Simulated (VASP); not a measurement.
# NiO (Fm-3m) in VASP: notebook

Aim: see how the results for NiO move with the level of theory and the settings. Levels: revPBE, revPBE+D4, LDA. Tasks: single point.

Program: VASP 6.6.1. These are calculated values, not measurements. Logs are shortened: lines on timing, memory, paths and dates and some standing lists are left out, and cuts for length are marked.

### 1 The cell of the first run

Symmetry: Fm-3m, No. 225, cubic system. The conventional cell has a = 4.227 Å, b = 4.227 Å, c = 4.227 Å, α = 90.00°, β = 90.00°, γ = 90.00°. Ni (site symmetry m-3m) has 6 O at 2.11 Å within 2.8 Å. O (site symmetry m-3m) has 6 Ni at 2.11 Å within 2.8 Å.

### 2 Single point, revPBE, collinear spin, ferromagnetic start

Input file INCAR:

```
PREC = Accurate ; ENCUT = 520
EDIFF = 1E-7 ; ISMEAR = -1
SIGMA = 0.05 ; LREAL = False
LASPH = True ; NELM = 150
ALGO = Normal ; ISIF = 2
LWAVE = False ; LCHARG = False
ISPIN = 2 ; MAGMOM = 1 0
LORBIT = 11 ; LMAXMIX = 4
GGA = RE ; NBANDS = 19
```

Input file KPOINTS:

```
Automatic mesh
0
Gamma
  11 11 11
```

Input file POSCAR:

```
NiO
1.0
    0.0000000000      2.1133508634      2.1133508634
    2.1133508634      0.0000000000      2.1133508634
    2.1133508634      2.1133508634      0.0000000000
Ni O
1 1
Direct
    0.0000000000      0.0000000000      0.0000000000
    0.5000000000      0.5000000000      0.5000000000
```

Potentials or basis: VASP PAW PBE potentials, release 64 (Ni, O).

Launch:

```bash
$ cat potpaw_PBE.64/Ni/POTCAR potpaw_PBE.64/O/POTCAR > POTCAR
$ mpirun -np 1 vasp_std > vasp.out
```

OUTCAR:

```text
PREC = Accurate
   ENCUT = 520
   EDIFF = 1E-7
   ISMEAR = -1
   LREAL = False
   LASPH = True
   NELM = 150
   ISIF = 2
   ISPIN = 2
   LORBIT = 11
   GGA = RE

 ion  position               nearest neighbor table
   1  0.000  0.000  0.000-   2 2.11   2 2.11   2 2.11   2 2.11   2 2.11   2 2.11
   2  0.500  0.500  0.500-   1 2.11   1 2.11   1 2.11   1 2.11   1 2.11   1 2.11

  LATTYP: Found a face centered cubic cell.
 ALAT       =     4.2267017268

  Lattice vectors:

 A1 = (   0.0000000000,   2.1133508634,   2.1133508634)
 A2 = (   2.1133508634,   0.0000000000,   2.1133508634)
 A3 = (   2.1133508634,   2.1133508634,   0.0000000000)

Analysis of symmetry for initial positions (statically):
=====================================================================
 Subroutine PRICEL returns:
 Original cell was already a primitive cell.

 Routine SETGRP: Setting up the symmetry group for a
 face centered cubic supercell.

 Subroutine GETGRP returns: Found 48 space group operations
 (whereof 48 operations were pure point group operations)
 out of a pool of 48 trial point group operations.

The static configuration has the point symmetry O_h .

Analysis of symmetry for dynamics (positions and initial velocities):
=====================================================================
 Subroutine PRICEL returns:
 Original cell was already a primitive cell.

 Routine SETGRP: Setting up the symmetry group for a
 face centered cubic supercell.

 Subroutine GETGRP returns: Found 48 space group operations
 (whereof 48 operations were pure point group operations)
 out of a pool of 48 trial point group operations.

The dynamic configuration has the point symmetry O_h .

Analysis of structural, dynamic, and magnetic symmetry:
=====================================================================
 Subroutine PRICEL returns:
 Original cell was already a primitive cell.

 Routine SETGRP: Setting up the symmetry group for a
 face centered cubic supercell.

 Subroutine GETGRP returns: Found 48 space group operations
 (whereof 48 operations were pure point group operations)
 out of a pool of 48 trial point group operations.

The overall configuration has the point symmetry O_h .

 Subroutine INISYM returns: Found 48 space group operations
 (whereof 48 operations are pure point group operations),
 and found     1 'primitive' translations

----------------------------------------------------------------------------------------

                                     Primitive cell

  volume of cell :      18.8775

  direct lattice vectors                    reciprocal lattice vectors
     0.000000000  2.113350863  2.113350863    -0.236591097  0.236591097  0.236591097
     2.113350863  0.000000000  2.113350863     0.236591097 -0.236591097  0.236591097
     2.113350863  2.113350863  0.000000000     0.236591097  0.236591097 -0.236591097

  length of vectors
     2.988729453  2.988729453  2.988729453     0.409787801  0.409787801  0.409787801

  position of ions in fractional coordinates (direct lattice)
     0.000000000  0.000000000  0.000000000
     0.500000000  0.500000000  0.500000000

  ion indices of the primitive-cell ions
   primitive index   ion index
                 1           1
                 2           2

----------------------------------------------------------------------------------------

 KPOINTS: Automatic mesh

Automatic generation of k-mesh.
 Grid dimensions read from file:
 generate k-points for:   11   11   11

 Generating k-lattice:

  Cartesian coordinates                     Fractional coordinates (reciprocal lattice)
    -0.021508282  0.021508282  0.021508282     0.090909091  0.000000000  0.000000000
     0.021508282 -0.021508282  0.021508282     0.000000000  0.090909091  0.000000000
     0.021508282  0.021508282 -0.021508282     0.000000000  0.000000000  0.090909091

  Length of vectors
     0.037253436  0.037253436  0.037253436

  Shift w.r.t. Gamma in fractional coordinates (k-lattice)
     0.000000000  0.000000000  0.000000000

 Subroutine IBZKPT returns following result:
 ===========================================

 Found     56 irreducible k-points:

 Following reciprocal coordinates:
            Coordinates               Weight
  0.000000  0.000000  0.000000      1.000000
  0.090909  0.000000  0.000000      8.000000
  0.181818  0.000000  0.000000      8.000000
  0.272727  0.000000  0.000000      8.000000
  0.363636  0.000000  0.000000      8.000000
  0.454545  0.000000  0.000000      8.000000
[... 16 lines left out ...]
 -0.272727  0.181818  0.000000     24.000000
 -0.181818  0.181818  0.000000     12.000000
 [... further k-points ...]
   k-points           NKPTS =     56   k-points in BZ     NKDIM =     56   number of bands    NBANDS=     19
   number of dos      NEDOS =    301   number of ions     NIONS =      2
   total plane-waves  NPLWV =  13824
   dimension x,y,z NGX =    24 NGY =   24 NGZ =   24
   dimension x,y,z NGXF=    48 NGYF=   48 NGZF=   48
   ions per type =               1   1
   NGX,Y,Z   is equivalent  to a cutoff of  13.35, 13.35, 13.35 a.u.
   NGXF,Y,Z  is equivalent  to a cutoff of  26.70, 26.70, 26.70 a.u.
 SYSTEM =  unknown system
   PREC   = accura    normal or accurate (medium, high low for compatibility)
   ISTART =      0    job   : 0-new  1-cont  2-samecut
   ICHARG =      2    charge: 1-file 2-atom 10-const
   ISPIN  =      2    spin polarized calculation?
   LNONCOLLINEAR =      F non collinear calculations
   LSORBIT =      F    spin-orbit coupling
   LASPH  =      T    aspherical Exc in radial PAW
   ENCUT  =  520.0 eV  38.22 Ry    6.18 a.u.   5.56  5.56  5.56*2*pi/ulx,y,z
   NELM   =    150;   NELMIN=  2; NELMDL= -5     # of ELM steps
   EDIFF  = 0.1E-06   stopping-criterion for ELM
   LREAL  =      F    real-space projection
   EDIFFG = 0.1E-05   stopping-criterion for IOM
   NSW    =      0    number of steps for IOM
   IBRION =     -1    ionic relax: 0-MD 1-quasi-New 2-CG
   NFREE  =      0    steps in history (QN), initial steepest desc. (CG)
   ISIF   =      2    stress and relaxation
   ISYM   =      2    0-nonsym 1-usesym 2-fastsym
   POTIM  = 0.5000    time-step for ionic-motion
   TEBEG  =    0.0;   TEEND  =   0.0 temperature during run
   PSTRESS=    0.0 pullay stress
   NELECT =      16.0000    total number of electrons
   NUPDOWN=      -1.0000    fix difference up-down
   EMIN   =  10.00;   EMAX   =-10.00  energy-range for DOS
   EFERMI =   0.00;   METHOD = LEGACY
   ISMEAR =    -1;   SIGMA  =   0.05  broadening in eV -4-tet -1-fermi 0-gaus
   EFERMI_NEDOS =   21; number of points for ismear=-14 and -15
   IALGO  =     38    algorithm
   IMIX   =      4    mixing-type and parameters
     AMIX     =   0.40;   BMIX     =  1.00
     AMIX_MAG =   1.60;   BMIX_MAG =  1.00
  volume/ion in A,a.u.               =       9.44        63.70
  Fermi-wavevector in a.u.,A,eV,Ry     =   1.549292  2.927737 32.658133  2.400305
  Thomas-Fermi vector in A             =   2.654120
   LORBIT       =     11    0 simple, 1 ext, 2 COOP (PROOUT), +10 PAW based schemes
   GGA     = RE    functional components
   LHFCALC =     F    Hartree Fock is set to
   AEXX    =    0.0000 exact exchange contribution
   IVDW    =     0    specifies the selected vdW correction
   LEPSILON=     F    determine dielectric tensor
   LRPA    =     F    only Hartree local field effects (RPA)
 spin polarized calculation
  energy-cutoff  :      520.00
  volume of cell :       18.88
 maximum number of plane-waves:       532
 NGX is ok and might be reduce to    24
   NGX = 11   NGY = 11   NGZ = 11

 number of electron      16.0000016 magnetization       1.8512976

 Free energy of the ion-electron system (eV)
  ---------------------------------------------------
  ext. energy  EPLUGINS =         0.00000000
  ---------------------------------------------------
  free energy    TOTEN  =       -10.75319165 eV

  energy without entropy =      -10.74571028  energy(sigma->0) =      -10.74945097

 E-fermi :   7.4814     XC(G=0): -12.3341

 val. band max:        7.4761405581   @ k =  -0.3636   0.1818   0.0000
 cond. band min:       7.5269746064   @ k =  -0.2727   0.1818   0.0000
 fundamental gap:      0.0508340483
 Fermi energy:         7.4814466170

 spin component 1

 k-point     1 :       0.0000    0.0000    0.0000
  band No.  band energies     occupation
      1     -12.5684      1.00000
      2       4.2911      1.00000
      3       4.2911      1.00000
      4       4.6815      1.00000
      5       4.6815      1.00000
      6       4.6815      1.00000
[... 11 lines left out ...]
     18      32.9962      0.00000
     19      32.9962      0.00000

 k-point     2 :       0.0909    0.0000    0.0000
  band No.  band energies     occupation
      1     -12.4814      1.00000
      2       3.6886      1.00000
      3       3.6887      1.00000
      4       3.8429      1.00000
      5       4.8295      1.00000
      6       4.8296      1.00000
[... 476 lines left out ...]
 k-point    24 :      -0.1818    0.1818    0.0000
  band No.  band energies     occupation
      1     -11.8072      1.00000
      2       1.1557      1.00000
      3       2.1744      1.00000
      4       2.8998      1.00000
      5       4.8646      1.00000
      6       5.1535      1.00000
[... 11 lines left out ...]
     18      37.8676      0.00000
     19      39.0513      0.00000

 [... further k-points ...]

 spin component 2

 k-point     1 :       0.0000    0.0000    0.0000
  band No.  band energies     occupation
      1     -12.0952      1.00000
      2       5.2318      1.00000
      3       5.2318      1.00000
      4       5.2318      1.00000
      5       5.7040      1.00000
      6       5.7041      1.00000
[... 11 lines left out ...]
     18      33.6026      0.00000
     19      33.6029      0.00000

 k-point     2 :       0.0909    0.0000    0.0000
  band No.  band energies     occupation
      1     -12.0052      1.00000
      2       4.4049      1.00000
      3       4.8419      1.00000
      4       4.8420      1.00000
      5       5.8321      1.00000
      6       5.8322      1.00000
[... 476 lines left out ...]
 k-point    24 :      -0.1818    0.1818    0.0000
  band No.  band energies     occupation
      1     -11.3028      1.00000
      2       1.7614      1.00000
      3       3.4442      1.00000
      4       3.5063      1.00000
      5       6.0355      1.00000
      6       6.5633      1.00000
[... 11 lines left out ...]
     18      38.2899      0.00000
     19      39.1870      0.00000

 [... further k-points ...]
[... 5 lines left out ...]
  --------------------------------------------------------------------------------------
  -------------------------------------------------------------------------------------
  Total        0.4215571      0.4215571      0.4215571      0.0000000      0.0000000      0.0000000
  in kB       35.7785063     35.7785063     35.7785063      0.0000000      0.0000000      0.0000000
  external PRESSURE =      35.7785063 kB  Pullay stress =       0.0000000 kB

 VOLUME and BASIS-vectors are now :
 -----------------------------------------------------------------------------
  energy-cutoff  :      520.00
  volume of cell :       18.88
      direct lattice vectors                 reciprocal lattice vectors
     0.000000000  2.113350863  2.113350863    -0.236591097  0.236591097  0.236591097
     2.113350863  0.000000000  2.113350863     0.236591097 -0.236591097  0.236591097
     2.113350863  2.113350863  0.000000000     0.236591097  0.236591097 -0.236591097

 POSITION                                       TOTAL-FORCE (eV/Angst)
 -----------------------------------------------------------------------------------
      0.00000      0.00000      0.00000        -0.000000      0.000000      0.000000
      2.11335      2.11335      2.11335         0.000000     -0.000000     -0.000000
 -----------------------------------------------------------------------------------
    total drift:                                0.000000     -0.000000     -0.000000

  FREE ENERGIE OF THE ION-ELECTRON SYSTEM (eV)
  ---------------------------------------------------
  free  energy   TOTEN  =       -10.7531916543 eV

  energy  without entropy=      -10.7457102838  energy(sigma->0) =      -10.74945097

 total charge

# of ion       s       p       d       tot
------------------------------------------
    1        0.319   0.377   8.207   8.904
    2        1.560   3.419   0.000   4.978
--------------------------------------------------
tot          1.879   3.796   8.207  13.882

 magnetization (x)

# of ion       s       p       d       tot
------------------------------------------
    1        0.011   0.014   1.494   1.518
    2        0.027   0.261   0.000   0.288
--------------------------------------------------
tot          0.038   0.274   1.494   1.806
```

Run time: 20 s. Hardware: 1 thread of Intel Xeon 6975P-C (Granite Rapids), shared host; peak memory 0.16 GiB.

Results:

- Free energy: -10.7532 eV
- Pressure: 3.6 GPa
- Net moment: 1.85 μB per cell
- Site moments: Ni +1.52; O +0.29 μB
- Valence electrons inside the program's atomic spheres: Ni 8.90; O 4.98

Caveat: the PAW data sets were made with another functional, which shifts forces and pressure a little; a cell with one magnetic atom can't hold antiferromagnetic order, which such compounds often take; semilocal functionals often make such compounds metallic where correlation or magnetic order opens a gap, which also shifts bond lengths. With open d or f shells a metallic result of revPBE can be an artefact of self-interaction; +U or a hybrid may open a gap.

(Part 1 of 2 ends here.)
